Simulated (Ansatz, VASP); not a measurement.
# In: VASP beside Ansatz

INCAR

```
PREC = Accurate
ENCUT = 520
EDIFF = 1E-6
ISMEAR = -1
SIGMA = 0.1
LREAL = False
LASPH = True
NELM = 100
ALGO = Normal
ISIF = 2
LWAVE = False
LCHARG = True
GGA = RE
LELF = True
LVHAR = True
NBANDS = 12
```

The input KPOINTS:

```
regular mesh
0
Gamma
  13 13 13
```

File POSCAR:

```
In
1.0
    0.0000000000      2.3551419331      2.3551419331
    2.3551419331      0.0000000000      2.3551419331
    2.3551419331      2.3551419331      0.0000000000
In
1
Direct
    0.0000000000      0.0000000000      0.0000000000
```

Input for Ansatz:

```yaml
crystal:
  lattice:
    - [0.0, 2.3551419331, 2.3551419331]
    - [2.3551419331, 0.0, 2.3551419331]
    - [2.3551419331, 2.3551419331, 0.0]
  atoms:
    - { symbol: In, position: [0.0, 0.0, 0.0] }
hamiltonian:
  xc: revpbe
  pseudopotentials:
    kind: paw
    azcp:
      In: "pseudopotentials/In.paw.azcp"
basis:
  ecutwfc: 420
  fft_grid_basis: typed
kpoints:
  mp_grid: { grid: [13, 13, 13], shift: [0, 0, 0] }
magnetization:
  spin_polarized: false
scf:
  occupations: { method: fermi_dirac, width: 0.1 }
  lower_state_search: "off"
output:
  stress: true
```

Alike in both runs: task single point; functional revPBE; k mesh 13 × 13 × 13; occupations fermi-dirac, width 0.1 eV; no spin polarisation.

```csv
,VASP,Ansatz
version,VASP 6.6.1,Ansatz 0.2.0
potentials or method,"VASP PAW PBE potentials, release 64 (In_d), cutoff 520 eV","plane waves (420 eV) with PAW, scalar-relativistic"
valence electrons in the cell,13,13
```

|  | VASP | Ansatz | Ansatz less VASP |
| --- | --- | --- | --- |
| pressure (GPa) | 3.3 | 3.3 | +0.07 |

VASP's potentials were made for PBE, not for revPBE.
